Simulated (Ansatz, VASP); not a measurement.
Given: the input of a run of Ansatz 0.2.0 on Si2Mo.

Contents of input.yaml:

```yaml
crystal:
  lattice:
    - [-1.6, 1.6, 3.9305]
    - [1.6, -1.6, 3.9305]
    - [1.6, 1.6, -3.9305]
  atoms:
    - { symbol: Mo, position: [0.0, 0.0, 0.0] }
    - { symbol: Si, position: [0.667, 0.667, 0.0] }
    - { symbol: Si, position: [0.333, 0.333, 0.0] }
hamiltonian:
  xc: lda
  pseudopotentials: { kind: paw }
kpoints:
  mp_grid: { grid: [12, 12, 12] }
scf:
  occupations: { method: fermi_dirac, width: 0.05 }
output:
  forces: true
  stress: true
relax:
  f_tol: 0.01
  max_steps: 40
  cell: { stress_tol: 0.05 }
```

Potentials or basis: Ansatz PAW.

The run is started by

```sh
$ ansatz run input.yaml --threads 2 --pin off --max-ram 5632MiB --backend cpu --events-out ev --progress --plain --runs-dir out
```

Q: Translate it to VASP 6.6.1. Potentials there: VASP PAW LDA potentials, release 64 (Mo_sv, Si).

A: As run (the cutoff follows the program's own potentials):

INCAR

```
  ALGO = Normal
  EDIFF = 1E-6
  EDIFFG = -0.01
  ENCUT = 600
  IBRION = 2
  ISIF = 3
  ISMEAR = -1
  LASPH = True
  LCHARG = False
  LREAL = False
  LWAVE = False
  NELM = 80
  NSW = 60
  PREC = Accurate
  SIGMA = 0.05
```

KPOINTS

```
k-points
0
Gamma
  12 12 12
```

POSCAR

```
Si2Mo
1.0
   -1.6000000000      1.6000000000      3.9305000000
    1.6000000000     -1.6000000000      3.9305000000
    1.6000000000      1.6000000000     -3.9305000000
Mo Si
1 2
Direct
    0.0000000000      0.0000000000      0.0000000000
    0.6670000000      0.6670000000      0.0000000000
    0.3330000000      0.3330000000      0.0000000000
```

Potentials or basis: VASP PAW LDA potentials, release 64 (Mo_sv, Si).

Run with:

```console
$ cat potpaw_LDA.64/Mo_sv/POTCAR potpaw_LDA.64/Si/POTCAR > POTCAR
$ mpirun -np 1 vasp_std > vasp.out
```

Both were run:

|  | VASP | Ansatz | Ansatz less VASP |
| --- | --- | --- | --- |
| relaxed volume (Å³/atom) | 13.09 | 13.06 | -0.032 |
| relaxed length of the cell vector where the two differ most in proportion (Å) | 4.494 | 4.490 | -0.0033 |

LDA's correlation is that of Perdew and Zunger in VASP and of Perdew and Wang (1992) in Ansatz.

Noted on Ansatz's run: the plane-wave basis is chosen anew once the cell has moved, so the energies of steps on either side of that aren't comparable.
